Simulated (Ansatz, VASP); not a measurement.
**Zn3SeS2: VASP beside Ansatz**

INCAR

```
PREC     = Accurate       # precision mode
ENCUT    = 600            # plane-wave cutoff, eV
EDIFF    = 1E-7           # SCF threshold, eV
ISMEAR   = 0              # smearing method
SIGMA    = 0.1            # smearing width, eV
LREAL    = F              # projectors in reciprocal space
LASPH    = T              # aspherical terms in the spheres
NELM     = 80             # most SCF steps
ALGO     = Normal         # electronic algorithm
ISIF     = 3              # what is computed and relaxed
LWAVE    = F              # write WAVECAR
LCHARG   = F              # write CHGCAR
GGA      = PE             # functional
IBRION   = 2              # ionic algorithm
NSW      = 90             # ionic steps
EDIFFG   = -0.04          # ionic threshold
```

The input KPOINTS:

```
regular mesh
0
Gamma
  6 6 2
```

Contents of POSCAR:

```
Zn3SeS2
1.0
    3.8328771300      0.0000000000      0.0000000000
   -1.9164385600      3.3193689600      0.0000000000
    0.0000000000      0.0000000000      9.3885932100
Zn Se S
3 1 2
Direct
    0.0000000000      0.0000000000      0.0000000000
    0.6666666700      0.3333333300      0.3333333300
    0.3333333300      0.6666666700      0.6666666700
    0.0000000000      0.0000000000      0.7500000000
    0.6666666700      0.3333333300      0.0833333300
    0.3333333300      0.6666666700      0.4166666700
```

Input for Ansatz:

```yaml
crystal:
  lattice:
    - [3.83287713, 0.0, 0.0]
    - [-1.91643856, 3.31936896, 0.0]
    - [0.0, 0.0, 9.38859321]
  atoms:
    - { symbol: Zn, position: [0.0, 0.0, 0.0] }
    - { symbol: Zn, position: [0.66666667, 0.33333333, 0.33333333] }
    - { symbol: Zn, position: [0.33333333, 0.66666667, 0.66666667] }
    - { symbol: Se, position: [0.0, 0.0, 0.75] }
    - { symbol: S, position: [0.66666667, 0.33333333, 0.08333333] }
    - { symbol: S, position: [0.33333333, 0.66666667, 0.41666667] }
basis:
  ecutwfc: 420
kpoints:
  mp_grid: { grid: [6, 6, 2] }
hamiltonian:
  xc: pbe
scf:
  occupations: { method: gaussian, width: 0.1 }
  lower_state_search: "off"
output:
  forces: true
  stress: true
  eigenvalues: true
relax:
  adjacent_minimum: "off"
  f_tol: 0.04
  max_steps: 70
  cell: { stress_tol: 0.4 }
```

Alike in both runs: task relaxation of cell and atoms; functional PBE; k mesh 6 × 6 × 2; occupations gaussian, width 0.1 eV; no spin polarisation.

|  | VASP | Ansatz |
| --- | --- | --- |
| version | VASP 6.6.1 | Ansatz 0.2.0 |
| potentials or method | VASP PAW PBE potentials, release 64 (Zn, Se, S), cutoff 600 eV | scalar-relativistic, plane waves, PAW |
| valence electrons in the cell | 54 | 64 |

Ansatz gave:

```
gap on the k mesh at the Fermi level, each at its own relaxed structure (eV)  : 1.43
relaxed volume (Å³/atom)                                                      : 21.26
relaxed length of the cell vector where the two differ most in proportion (Å) : 9.600
```

Problem. Estimate VASP's values.

Solution. gap on the k mesh at the Fermi level, each at its own relaxed structure (eV): 1.40; relaxed volume (Å³/atom): 21.34; relaxed length of the cell vector where the two differ most in proportion (Å): 9.615.

VASP's potentials hold 54 valence electrons a cell and Ansatz's 64, so a difference there can come from the potentials and not from the codes.
